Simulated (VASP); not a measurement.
Wanted: the native input for a VASP 6.6.1 run.

```
Task                   : electric field gradients
Functional             : PBEsol
Potentials or basis    : VASP PAW PBE potentials, release 64 (Ta_pv)
Cutoff                 : 520 eV
k mesh                 : 15 × 15 × 15
Occupations            : fermi-dirac, width 0.05 eV
Spin                   : no spin polarisation
Dipole correction      : no
Further INCAR settings : ALGO = Normal; EDIFF = 1e-08; NBANDS = 12
```

The structure of Ta lies in POSCAR:

```
Ta
1.0
   -1.6347672000      1.6347672000      1.6512800000
    1.6347672000     -1.6347672000      1.6512800000
    1.6347672000      1.6347672000     -1.6512800000
Ta
1
Direct
    0.0000000000      0.0000000000      0.0000000000
```

This cell differs from its parent crystal: equal xx and yy strain of -1 %.

The input as run:

INCAR

```
PREC = Accurate
ENCUT = 520
EDIFF = 1E-8
ISMEAR = -1
SIGMA = 0.05
LREAL = F
LASPH = T
NELM = 100
ALGO = Normal
ISIF = 2
LWAVE = F
LCHARG = F
GGA = PS
LEFG = T
NBANDS = 12
```

KPOINTS

```
Automatic mesh
0
Gamma
  15 15 15
```

Potentials or basis: VASP PAW PBE potentials, release 64 (Ta_pv).

Run with:

```sh
$ cat potpaw_PBE.64/Ta_pv/POTCAR > POTCAR
$ mpirun -np 1 vasp_std > vasp.out
```

It gave:

| Item | Value |
| --- | --- |
| Pressure | 0.2 GPa |
| Band gap on the k mesh | zero (an odd number of electrons rules out a gap without spin polarisation) |
| Largest electric field gradient by atom | Ta +7.0 V/Å² |

Caveat: the cell differs from its parent crystal (equal xx and yy strain of -1 %); without QUAD_EFG the Cq values of the log hold for a quadrupole moment of 1 mb, not for the nuclei; the PAW data sets were made with another functional, which shifts forces and pressure a little; spin-orbit coupling is left out, which moves the levels of the heavy elements.

Run time: 71 s on 1 thread of Intel Xeon 8259CL, on a shared host, peak memory 0.18 GiB.
